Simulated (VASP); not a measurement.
Here is a VASP 6.6.1 calculation.

The input INCAR:

```
SYSTEM = Al
PREC     = Accurate       ! precision mode
ENCUT    = 600            ! plane-wave cutoff, eV
EDIFF    = 1E-6           ! SCF threshold, eV
ISMEAR   = -1             ! smearing method
SIGMA    = 0.1            ! smearing width, eV
LREAL    = .FALSE.        ! projectors in reciprocal space
LASPH    = .TRUE.         ! aspherical terms in the spheres
NELM     = 60             ! most SCF steps
ALGO     = Normal         ! electronic algorithm
ISIF     = 3              ! what is computed and relaxed
LWAVE    = .FALSE.        ! write WAVECAR
LCHARG   = .FALSE.        ! write CHGCAR
GGA      = PE             ! functional
IBRION   = 2              ! ionic algorithm
NSW      = 60             ! ionic steps
EDIFFG   = -0.005         ! ionic threshold
PSTRESS  = 540.0
```

Contents of KPOINTS:

```
Automatic mesh
0
G
  18 18 16
  0 0 0
```

The input POSCAR:

```
Al
1.0
    2.4554071787      0.0000000000      0.0000000000
   -1.2277035893      2.1264449934      0.0000000000
    0.0000000000      0.0000000000      2.3080827479
Al
1
Direct
    0.0000000000      0.0000000000      0.0000000000
```

Potentials or basis: VASP PAW PBE potentials, release 64 (Al).

Run with:

```console
$ cat potpaw_PBE.64/Al/POTCAR > POTCAR
$ mpirun -np 1 vasp_std > vasp.out
```

Estimate the space group after relaxing (to 0.05 Å).

P6/mmm (No. 191).

Predict the relaxed cell.

a = 2.464 Å, b = 2.464 Å, c = 2.438 Å, α = 90.00°, β = 90.00°, γ = 120.00°.

What does it give for the relaxed volume?

12.82 Å³/atom.

Step by step:
```tsv
step	energy change (eV)	largest force (eV/Å)	pressure (GPa)	volume (Å³)
1	0.0000	0.0000	70.43	12.05
2	-0.7029	0.0000	31.77	14.30
3	-0.3763	0.0000	51.10	12.96
4	-0.3658	0.0000	51.67	12.93
5	-0.2879	0.0000	56.50	12.70
6	-0.3291	0.0000	54.03	12.82
```

Caveat: the cell is relaxed towards a set pressure, so the enthalpy falls and the energy may rise.
